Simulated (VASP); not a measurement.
A run of VASP 6.6.1:

File INCAR:

```
ALGO = Normal
EDIFF = 1E-6
ENCUT = 520
GGA = PS
ISIF = 2
ISMEAR = -1
LASPH = T
LCHARG = F
LREAL = Auto
LWAVE = F
NBANDS = 120
NELM = 100
PREC = Accurate
SIGMA = 0.05
```

File KPOINTS:

```
k-points
0
Gamma
  1 2 1
```

File POSCAR:

```
Cu
1.0
   10.8300000000      0.0000000000      0.0000000000
    0.0000000000      5.1053110000      0.0000000000
    0.0000000000      0.0000000000     15.5526550000
Cu
19
Direct
    0.0000000000      0.0000000000      0.0642977035
    0.3333333333      0.0000000000      0.0642977035
    0.6666666667      0.0000000000      0.0642977035
    0.0000000000      0.5000087164      0.0642977035
    0.3333333333      0.5000087164      0.0642977035
    0.6666666667      0.5000087164      0.0642977035
    0.1698060942      0.2679366644      0.1060204833
    0.5101292705      0.2946343523      0.1548224403
    0.8651246537      0.2822550869      0.1549060273
    0.1706278855      0.7337652887      0.1175426318
    0.4875253924      0.7433435495      0.1295984512
    0.8448014774      0.7580537209      0.1451006275
    0.0303324100      0.0057195340      0.2190879949
    0.3063065559      0.0369419219      0.2050646658
    0.6752539243     -0.0483222276      0.2251641279
    0.0388180979      0.5503288634      0.2215827458
    0.3411449677      0.5010468510      0.2200396010
    0.6941551247      0.4665729473      0.2269130255
    0.8532594645      0.5927160951      0.2907927939
```

Potentials or basis: VASP PAW PBE potentials, release 64 (Cu).

The run is started by

```sh
$ cat potpaw_PBE.64/Cu/POTCAR > POTCAR
$ mpirun -np 1 vasp_std > vasp.out
```

Hardware: 1 thread of Intel(R) Xeon(R) 6975P-C (Granite Rapids), on a shared host.

Task: How long does it take, and how much memory?

Result: Wall time 6.4 min on 1 thread of Intel(R) Xeon(R) 6975P-C (Granite Rapids), with other jobs on the host, peak memory 0.79 GiB. Counts: scf iterations 32, k points 2.
